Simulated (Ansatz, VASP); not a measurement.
# Two plane-wave programs on NaAl5O2

File INCAR:

```
  ALGO = Normal
  EDIFF = 1E-7
  ENCUT = 520
  GGA = PE
  ISIF = 2
  ISMEAR = 0
  LASPH = T
  LCHARG = F
  LREAL = F
  LWAVE = F
  NBANDS = 27
  NELM = 60
  PREC = Accurate
  SIGMA = 0.2
```

The input KPOINTS:

```
k-points
0
Gamma
  12 12 2
```

The input POSCAR:

```
NaAl5O2
1.0
    2.9021633110      0.0000000000      0.0000000000
   -1.4510816555      2.5133471533      0.0000000000
    0.0000000000      0.0000000000     14.5354916480
Na Al O
1 5 2
Direct
    1.0000000000      1.0000000000      0.0000000000
    0.6666666667      0.3333333333      0.1877363290
    0.6666666667      0.3333333333      0.8122636710
    0.0000000000      1.0000000000      0.6598918562
    1.0000000000      1.0000000000      0.3401081438
    0.3333333333      0.6666666667      0.5000000000
    0.3333333333      0.6666666667      0.1165109371
    0.3333333333      0.6666666667      0.8834890629
```

Input for Ansatz:

```yaml
crystal:
  lattice:
    - [2.902163311, 0.0, 0.0]
    - [-1.4510816555, 2.5133471533, 0.0]
    - [0.0, 0.0, 14.535491648]
  atoms:
    - { symbol: Na, position: [1.0, 1.0, 0.0] }
    - { symbol: Al, position: [0.6666666667, 0.3333333333, 0.187736329] }
    - { symbol: Al, position: [0.6666666667, 0.3333333333, 0.812263671] }
    - { symbol: Al, position: [0.0, 1.0, 0.6598918562] }
    - { symbol: Al, position: [1.0, 1.0, 0.3401081438] }
    - { symbol: Al, position: [0.3333333333, 0.6666666667, 0.5] }
    - { symbol: O, position: [0.3333333333, 0.6666666667, 0.1165109371] }
    - { symbol: O, position: [0.3333333333, 0.6666666667, 0.8834890629] }
basis:
  ecutwfc: 420
kpoints:
  mp_grid: { grid: [12, 12, 2] }
hamiltonian:
  xc: pbe
scf:
  occupations: { method: gaussian, width: 0.2 }
  lower_state_search: "off"
output:
  forces: true
  stress: true
  eigenvalues: true
```

Alike in both runs: task single point; functional PBE; k mesh 12 × 12 × 2; occupations gaussian, width 0.2 eV; no spin polarisation.

|  | VASP | Ansatz |
| --- | --- | --- |
| version | VASP 6.6.1 | Ansatz 0.2.0 |
| potentials or method | VASP PAW PBE potentials, release 64 (Na_pv, Al, O), cutoff 520 eV | scalar-relativistic, plane waves, PAW |
| valence electrons in the cell | 34 | 36 |

VASP gave:

| Quantity | Value |
| --- | --- |
| gap on the k mesh at the Fermi level (eV) | none |
| pressure (GPa) | 0.0 |
| rms of the force components (eV/Å) | 0.008 |

Problem. What did Ansatz give for the same quantities?

Solution. gap on the k mesh at the Fermi level (eV): none; pressure (GPa): 0.0; rms of the force components (eV/Å): 0.006.

Atom by atom the forces differ by 0.004 eV/Å (rms over components). A gap of «none» marks a metal or a gap that the smearing closes. With one functional, cell and mesh, what is left measures potentials, basis and numerics. VASP's potentials hold 34 valence electrons a cell and Ansatz's 36, so a difference there can come from the potentials and not from the codes.
